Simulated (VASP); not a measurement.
Write the native input for VASP 6.6.1 that does the following.

| Property | Result |
| --- | --- |
| Task | single point |
| Functional | PBE |
| Potentials or basis | VASP PAW PBE potentials, release 64 (Ni) |
| Cutoff | 520 eV |
| k mesh | 30 × 30 × 30 |
| Occupations | gaussian, width 0.15 eV |
| Spin | collinear spin, ferromagnetic start |
| Starting moments | [0.75] μB |
| Dipole correction | no |
| Further INCAR settings | ALGO = Normal; EDIFF = 1e-07; NBANDS = 15 |

The structure of Ni lies in POSCAR:

```
Ni
1.0
    0.0000000000      1.9000015022      1.7592606502
    1.9000015022      0.0000000000      1.7592606502
    1.9000015022      1.9000015022      0.0000000000
Ni
1
Direct
    0.0000000000      0.0000000000      0.0000000000
```

This cell differs from its parent crystal: strain +0.080 along x and y, +0.000 along z.

These files were run (other wordings do the same):

INCAR

```
PREC     = Accurate       # precision mode
ENCUT    = 520            # plane-wave cutoff, eV
EDIFF    = 1E-7           # SCF threshold, eV
ISMEAR   = 0              # smearing method
SIGMA    = 0.15           # smearing width, eV
LREAL    = False          # projectors in reciprocal space
LASPH    = True           # aspherical terms in the spheres
NELM     = 150            # most SCF steps
ALGO     = Normal         # electronic algorithm
ISIF     = 2              # what is computed and relaxed
LWAVE    = False          # write WAVECAR
LCHARG   = True           # write CHGCAR
ISPIN    = 2              # spin polarisation
MAGMOM   = 0.75           # initial moments
LORBIT   = 11             # projections on sites
LMAXMIX  = 4              # l up to which the mixer works
GGA      = PE             # functional
LELF     = True           # ELF
LVHAR    = True         
NBANDS   = 15             # bands
```

KPOINTS

```
Automatic mesh
0
Gamma
  30 30 30
```

Potentials or basis: VASP PAW PBE potentials, release 64 (Ni).

The run is started by

```bash
$ cat potpaw_PBE.64/Ni/POTCAR > POTCAR
$ mpirun -np 1 vasp_std > vasp.out
```

It gave:

| Quantity | Value |
| --- | --- |
| Pressure | -20.3 GPa |
| Net moment | 0.66 μB per cell |
| Site moments | Ni +0.69 μB |
| Valence electrons inside the program's atomic spheres | Ni 9.08 |

Caveat: the cell differs from its parent crystal (strain +0.080 along x and y, +0.000 along z).

It took 12 min on 1 thread of Intel Xeon 6975P-C (shared host), peak memory 0.62 GiB.
